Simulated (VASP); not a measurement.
Wanted: the native input for a VASP 6.6.1 run.

* Task: single point
* Functional: PBE
* Potentials or basis: VASP PAW PBE potentials, release 64 (Al, P)
* Cutoff: 500 eV
* k mesh: 7 × 7 × 7
* Occupations: gaussian, width 0.2 eV
* Spin: no spin polarisation
* Dipole correction: no
* Further INCAR settings: ALGO = Normal; EDIFF = 1e-06; NBANDS = 11

The structure of AlP lies in POSCAR:

```
AlP
1.0
    0.0000000000      2.7461594574      2.7461594574
    2.7461594574      0.0000000000      2.7461594574
    2.7461594574      2.7461594574      0.0000000000
Al P
1 1
Direct
    0.0000000000      0.0000000000      0.0000000000
    0.7500000000      0.7500000000      0.7500000000
```

One way to write it, as run:

INCAR

```
SYSTEM = AlP
PREC = Accurate
ENCUT = 500
EDIFF = 1E-6
ISMEAR = 0
SIGMA = 0.2
LREAL = .False.
LASPH = .True.
NELM = 120
ALGO = Normal
ISIF = 2
LWAVE = .False.
LCHARG = .False.
GGA = PE
NBANDS = 11
GGA_COMPAT = .False.
```

KPOINTS

```
Automatic mesh
0
Gamma
  7 7 7
  0 0 0
```

Potentials or basis: VASP PAW PBE potentials, release 64 (Al, P).

The run is started by

```sh
$ cat potpaw_PBE.64/Al/POTCAR potpaw_PBE.64/P/POTCAR > POTCAR
$ mpirun -np 1 vasp_std > vasp.out
```

It gave:

```json
{
 "Pressure": "0.6 GPa",
 "Band gap on the k mesh": "1.74 eV, indirect (least direct gap 3.15 eV)"
}
```

It used 5.9 s of CPU time on 1 thread of Intel Xeon 6975P-C, with other jobs on the host.
